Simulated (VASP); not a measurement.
# LiH (Fm-3m) in VASP: single point with r2SCAN

Aim: the single point of LiH with r2SCAN.

Everything below comes from runs of VASP 6.6.1. Logs are shortened: lines on timing, memory, paths and dates and some standing lists are left out, and cuts for length are marked.

### Step 1. The cell of the first run

The structure is cubic, space group Fm-3m (No. 225). The conventional cell has a = 4.065 Å, b = 4.065 Å, c = 4.065 Å, α = 90.00°, β = 90.00°, γ = 90.00°. Within 2.7 Å of Li (site symmetry m-3m) lie 6 H at 2.03 Å. H (site symmetry m-3m) has 6 Li at 2.03 Å within 2.7 Å.

### Step 2. Single point, r2SCAN

Input file POSCAR:

```
LiH
1.0
    0.0000000000      2.0325000000      2.0325000000
    2.0325000000      0.0000000000      2.0325000000
    2.0325000000      2.0325000000      0.0000000000
Li H
1 1
Direct
    0.0000000000      0.0000000000      0.0000000000
    0.5000000000      0.5000000000      0.5000000000
```

Input file INCAR.step1:

```
SYSTEM = LiH
PREC = Accurate ; ENCUT = 520
ISMEAR = 0 ; SIGMA = 0.05
LREAL = .False. ; LASPH = .True.
NELM = 100 ; NBANDS = 9
GGA = PE ; ALGO = Normal
EDIFF = 1E-4 ; LWAVE = .True.
LCHARG = .False.
```

Input file INCAR.step2:

```
SYSTEM = LiH
PREC = Accurate ; ENCUT = 520
EDIFF = 1E-6 ; ISMEAR = 0
SIGMA = 0.05 ; LREAL = .False.
LASPH = .True. ; NELM = 100
ALGO = Normal ; ISIF = 2
LWAVE = .False. ; LCHARG = .False.
METAGGA = R2SCAN ; LMIXTAU = .True.
NBANDS = 9 ; ISTART = 1
```

Input file KPOINTS:

```
regular mesh
0
Gamma
  10 10 10
  0 0 0
```

Potentials or basis: VASP PAW PBE potentials, release 64 (Li_sv, H).

On the command line:

```console
cat potpaw_PBE.64/Li_sv/POTCAR potpaw_PBE.64/H/POTCAR > POTCAR
cp INCAR.step1 INCAR
mpirun -np 1 vasp_std > vasp.out
cp INCAR.step2 INCAR
mpirun -np 1 vasp_std > vasp.out
```

OUTCAR:

```text
SYSTEM = LiH
   PREC = Accurate
   ENCUT = 520
   EDIFF = 1E-6
   ISMEAR = 0
   LREAL = .False.
   LASPH = .True.
   NELM = 100
   ISIF = 2
   METAGGA = R2SCAN
   ISTART = 1

 ion  position               nearest neighbor table
   1  0.000  0.000  0.000-
   2  0.500  0.500  0.500-

  LATTYP: Found a face centered cubic cell.
 ALAT       =     4.0650000000

  Lattice vectors:

 A1 = (   0.0000000000,   2.0325000000,   2.0325000000)
 A2 = (   2.0325000000,   0.0000000000,   2.0325000000)
 A3 = (   2.0325000000,   2.0325000000,   0.0000000000)

Analysis of symmetry for initial positions (statically):
=====================================================================
 Subroutine PRICEL returns:
 Original cell was already a primitive cell.

 Routine SETGRP: Setting up the symmetry group for a
 face centered cubic supercell.

 Subroutine GETGRP returns: Found 48 space group operations
 (whereof 48 operations were pure point group operations)
 out of a pool of 48 trial point group operations.

The static configuration has the point symmetry O_h .

Analysis of symmetry for dynamics (positions and initial velocities):
=====================================================================
 Subroutine PRICEL returns:
 Original cell was already a primitive cell.

 Routine SETGRP: Setting up the symmetry group for a
 face centered cubic supercell.

 Subroutine GETGRP returns: Found 48 space group operations
 (whereof 48 operations were pure point group operations)
 out of a pool of 48 trial point group operations.

The dynamic configuration has the point symmetry O_h .

 Subroutine INISYM returns: Found 48 space group operations
 (whereof 48 operations are pure point group operations),
 and found     1 'primitive' translations

----------------------------------------------------------------------------------------

                                     Primitive cell

  volume of cell :      16.7927

  direct lattice vectors                    reciprocal lattice vectors
     0.000000000  2.032500000  2.032500000    -0.246002460  0.246002460  0.246002460
     2.032500000  0.000000000  2.032500000     0.246002460 -0.246002460  0.246002460
     2.032500000  2.032500000  0.000000000     0.246002460  0.246002460 -0.246002460

  length of vectors
     2.874389066  2.874389066  2.874389066     0.426088760  0.426088760  0.426088760

  position of ions in fractional coordinates (direct lattice)
     0.000000000  0.000000000  0.000000000
     0.500000000  0.500000000  0.500000000

  ion indices of the primitive-cell ions
   primitive index   ion index
                 1           1
                 2           2

----------------------------------------------------------------------------------------

 KPOINTS: regular mesh

Automatic generation of k-mesh.
 Grid dimensions read from file:
 generate k-points for:   10   10   10

 Generating k-lattice:

  Cartesian coordinates                     Fractional coordinates (reciprocal lattice)
    -0.024600246  0.024600246  0.024600246     0.100000000  0.000000000  0.000000000
     0.024600246 -0.024600246  0.024600246     0.000000000  0.100000000  0.000000000
     0.024600246  0.024600246 -0.024600246     0.000000000  0.000000000  0.100000000

  Length of vectors
     0.042608876  0.042608876  0.042608876

  Shift w.r.t. Gamma in fractional coordinates (k-lattice)
     0.000000000  0.000000000  0.000000000

 Subroutine IBZKPT returns following result:
 ===========================================

 Found     47 irreducible k-points:

 Following reciprocal coordinates:
            Coordinates               Weight
  0.000000  0.000000  0.000000      1.000000
  0.100000  0.000000  0.000000      8.000000
  0.200000  0.000000  0.000000      8.000000
  0.300000  0.000000  0.000000      8.000000
  0.400000  0.000000  0.000000      8.000000
  0.500000  0.000000  0.000000      4.000000
[... 16 lines left out ...]
  0.300000  0.300000  0.000000      6.000000
  0.400000  0.300000  0.000000     24.000000
 [... further k-points ...]
   k-points           NKPTS =     47   k-points in BZ     NKDIM =     47   number of bands    NBANDS=      9
   number of dos      NEDOS =    301   number of ions     NIONS =      2
   total plane-waves  NPLWV =  13824
   dimension x,y,z NGX =    24 NGY =   24 NGZ =   24
   dimension x,y,z NGXF=    48 NGYF=   48 NGZF=   48
   ions per type =               1   1
   NGX,Y,Z   is equivalent  to a cutoff of  13.88, 13.88, 13.88 a.u.
   NGXF,Y,Z  is equivalent  to a cutoff of  27.76, 27.76, 27.76 a.u.
 SYSTEM =  LiH
   PREC   = accura    normal or accurate (medium, high low for compatibility)
   ISTART =      1    job   : 0-new  1-cont  2-samecut
   ICHARG =      0    charge: 1-file 2-atom 10-const
   ISPIN  =      1    spin polarized calculation?
   LNONCOLLINEAR =      F non collinear calculations
   LSORBIT =      F    spin-orbit coupling
   LASPH  =      T    aspherical Exc in radial PAW
   ENCUT  =  520.0 eV  38.22 Ry    6.18 a.u.   5.34  5.34  5.34*2*pi/ulx,y,z
   NELM   =    100;   NELMIN=  2; NELMDL=  0     # of ELM steps
   EDIFF  = 0.1E-05   stopping-criterion for ELM
   LREAL  =      F    real-space projection
   EDIFFG = 0.1E-04   stopping-criterion for IOM
   NSW    =      0    number of steps for IOM
   IBRION =     -1    ionic relax: 0-MD 1-quasi-New 2-CG
   NFREE  =      0    steps in history (QN), initial steepest desc. (CG)
   ISIF   =      2    stress and relaxation
   ISYM   =      2    0-nonsym 1-usesym 2-fastsym
   POTIM  = 0.5000    time-step for ionic-motion
   TEBEG  =    0.0;   TEEND  =   0.0 temperature during run
   PSTRESS=    0.0 pullay stress
   NELECT =       4.0000    total number of electrons
   NUPDOWN=      -1.0000    fix difference up-down
   EMIN   =  10.00;   EMAX   =-10.00  energy-range for DOS
   EFERMI =   0.00;   METHOD = LEGACY
   ISMEAR =     0;   SIGMA  =   0.05  broadening in eV -4-tet -1-fermi 0-gaus
   EFERMI_NEDOS =   21; number of points for ismear=-14 and -15
   IALGO  =     38    algorithm
   IMIX   =      4    mixing-type and parameters
     AMIX     =   0.40;   BMIX     =  1.00
     AMIX_MAG =   1.60;   BMIX_MAG =  1.00
  volume/ion in A,a.u.               =       8.40        56.66
  Fermi-wavevector in a.u.,A,eV,Ry     =   1.014817  1.917726 14.012000  1.029853
  Thomas-Fermi vector in A             =   2.148066
   LORBIT       =      0    0 simple, 1 ext, 2 COOP (PROOUT), +10 PAW based schemes
   METAGGA = R2SCAN    functional components
   LHFCALC =     F    Hartree Fock is set to
   AEXX    =    0.0000 exact exchange contribution
   IVDW    =     0    specifies the selected vdW correction
   LEPSILON=     F    determine dielectric tensor
   LRPA    =     F    only Hartree local field effects (RPA)
 non-spin polarized calculation
 Gauss-broadening in eV      SIGMA  =   0.05
  energy-cutoff  :      520.00
  volume of cell :       16.79
 maximum number of plane-waves:       465
 NGX is ok and might be reduce to    24
   NGX = 11   NGY = 11   NGZ = 11

 number of electron       3.9999998 magnetization

 Free energy of the ion-electron system (eV)
  ---------------------------------------------------
  ext. energy  EPLUGINS =         0.00000000
  ---------------------------------------------------
  free energy    TOTEN  =        -6.81406096 eV

  energy without entropy =       -6.81406096  energy(sigma->0) =       -6.81406096

 E-fermi :  -0.1215     XC(G=0):  -8.6814

 val. band max:       -0.3776651046   @ k =   0.5000   0.5000   0.0000
 cond. band min:       3.2267355226   @ k =   0.5000   0.5000   0.0000
 fundamental gap:      3.6044006272
 Fermi energy:        -0.1215105332

 k-point     1 :       0.0000    0.0000    0.0000
  band No.  band energies     occupation
      1     -46.1459      2.00000
      2      -5.6680      2.00000
      3      16.6782      0.00000
      4      18.5552      0.00000
      5      18.5552      0.00000
      6      18.5561      0.00000
      7      22.9265      0.00000
      8      22.9265      0.00000
      9      22.9267      0.00000

 k-point     2 :       0.1000    0.0000    0.0000
  band No.  band energies     occupation
      1     -46.1423      2.00000
      2      -5.4905      2.00000
      3      15.0477      0.00000
      4      17.5291      0.00000
      5      18.1257      0.00000
      6      18.1265      0.00000
      7      22.6901      0.00000
      8      23.8695      0.00000
      9      23.8698      0.00000

 k-point     3 :       0.2000    0.0000    0.0000
  band No.  band energies     occupation
      1     -46.1328      2.00000
      2      -4.9728      2.00000
      3      11.6691      0.00000
      4      16.2157      0.00000
      5      17.4708      0.00000
      6      17.4714      0.00000
      7      23.6392      0.00000
      8      23.6395      0.00000
      9      23.6886      0.00000

 k-point     4 :       0.3000    0.0000    0.0000
  band No.  band energies     occupation
      1     -46.1209      2.00000
      2      -4.1799      2.00000
      3       8.4758      0.00000
      4      15.1324      0.00000
      5      17.1214      0.00000
      6      17.1221      0.00000
      7      21.4011      0.00000
      8      21.4013      0.00000
      9      25.3218      0.00000
[... 205 lines left out ...]
 k-point    22 :      -0.2000    0.2000    0.0000
  band No.  band energies     occupation
      1     -46.1170      2.00000
      2      -3.8430      2.00000
      3       9.8627      0.00000
      4       9.8872      0.00000
      5      16.7414      0.00000
      6      17.7238      0.00000
      7      21.9993      0.00000
      8      24.6841      0.00000
      9      25.9508      0.00000

 k-point    23 :       0.3000    0.3000    0.0000
  band No.  band energies     occupation
      1     -46.1130      2.00000
      2      -3.4366      2.00000
      3       8.7407      0.00000
      4      12.6063      0.00000
      5      12.6066      0.00000
      6      15.8946      0.00000
      7      18.3706      0.00000
      8      28.9733      0.00000
      9      32.0121      0.00000

 k-point    24 :       0.4000    0.3000    0.0000
  band No.  band energies     occupation
      1     -46.1057      2.00000
      2      -2.5573      2.00000
      3       6.8405      0.00000
      4      10.8143      0.00000
      5      12.1548      0.00000
      6      16.7274      0.00000
      7      18.4086      0.00000
      8      30.0358      0.00000
      9      30.7358      0.00000

 [... further k-points ...]

------------------------ aborting loop because EDIFF is reached ----------------------------------------

  FORCE on cell =-STRESS in cart. coord.  units (eV):
  Direction    XX          YY          ZZ          XY          YZ          ZX
  --------------------------------------------------------------------------------------
  -------------------------------------------------------------------------------------
  Total       -0.1881151     -0.1881151     -0.1881151     -0.0000000     -0.0000000      0.0000000
  in kB      -17.9478568    -17.9478568    -17.9478568     -0.0000000     -0.0000000      0.0000000
  external PRESSURE =     -17.9478568 kB  Pullay stress =       0.0000000 kB

 VOLUME and BASIS-vectors are now :
 -----------------------------------------------------------------------------
  energy-cutoff  :      520.00
  volume of cell :       16.79
      direct lattice vectors                 reciprocal lattice vectors
     0.000000000  2.032500000  2.032500000    -0.246002460  0.246002460  0.246002460
     2.032500000  0.000000000  2.032500000     0.246002460 -0.246002460  0.246002460
     2.032500000  2.032500000  0.000000000     0.246002460  0.246002460 -0.246002460

 POSITION                                       TOTAL-FORCE (eV/Angst)
 -----------------------------------------------------------------------------------
      0.00000      0.00000      0.00000         0.000000      0.000000      0.000000
      2.03250      2.03250      2.03250         0.000000     -0.000000     -0.000000
 -----------------------------------------------------------------------------------
    total drift:                                0.000000     -0.000000     -0.000000

  FREE ENERGIE OF THE ION-ELECTRON SYSTEM (eV)
  ---------------------------------------------------
  free  energy   TOTEN  =        -6.8140609576 eV

  energy  without entropy=       -6.8140609576  energy(sigma->0) =       -6.81406096
```

Wall time 42 s (1 thread of AMD EPYC 7R13 (Zen 3), shared host); peak memory 0.11 GiB.

What came out:

```
Free energy            : -6.8141 eV
Band gap on the k mesh : 3.60 eV, direct
```

Caveat: the cutoff is under 1.25 times the usual one of these potentials, so pressure, stress and relaxed cells hold a basis-set (Pulay) error; the PAW data sets were made with another functional, which shifts forces and pressure a little.
